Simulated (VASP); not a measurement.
Write the native input for VASP 6.6.1 that does the following.

```
Task                   : single point
Functional             : PBEsol
Potentials or basis    : VASP PAW PBE potentials, release 64 (Lu, Pd)
Cutoff                 : 520 eV
k mesh                 : 8 × 8 × 8
Occupations            : methfessel-paxton, width 0.1 eV
Spin                   : no spin polarisation
Dipole correction      : no
Further INCAR settings : ALGO = Normal; EDIFF = 1e-06; NBANDS = 24
```

The structure of LuPd lies in POSCAR:

```
LuPd
1.0
    3.4376165531      0.0000000000      0.0000000000
    0.0000000000      3.4376165531      0.0000000000
    0.0000000000      0.0000000000      3.4376165531
Lu Pd
1 1
Direct
    0.0000000000      0.0000000000      0.0000000000
    0.5000000000      0.5000000000      0.5000000000
```

One way to write it, as run:

INCAR

```
  PREC = Accurate
  ENCUT = 520
  EDIFF = 1E-6
  ISMEAR = 1
  SIGMA = 0.1
  LREAL = F
  LASPH = T
  NELM = 100
  ALGO = Normal
  ISIF = 2
  LWAVE = F
  LCHARG = F
  GGA = PS
  NBANDS = 24
```

KPOINTS

```
regular mesh
0
Gamma
  8 8 8
```

Potentials or basis: VASP PAW PBE potentials, release 64 (Lu, Pd).

The run is started by

```sh
$ cat potpaw_PBE.64/Lu/POTCAR potpaw_PBE.64/Pd/POTCAR > POTCAR
$ mpirun -np 1 vasp_std > vasp.out
```

It gave:

* Pressure: -3.9 GPa

Caveat: the PAW data sets were made with another functional, which shifts forces and pressure a little.

It took 34 s on 1 thread of Intel(R) Xeon(R) Platinum 8375C CPU @ 2.90GHz (Ice Lake), with other jobs on the host, peak memory 0.19 GiB.
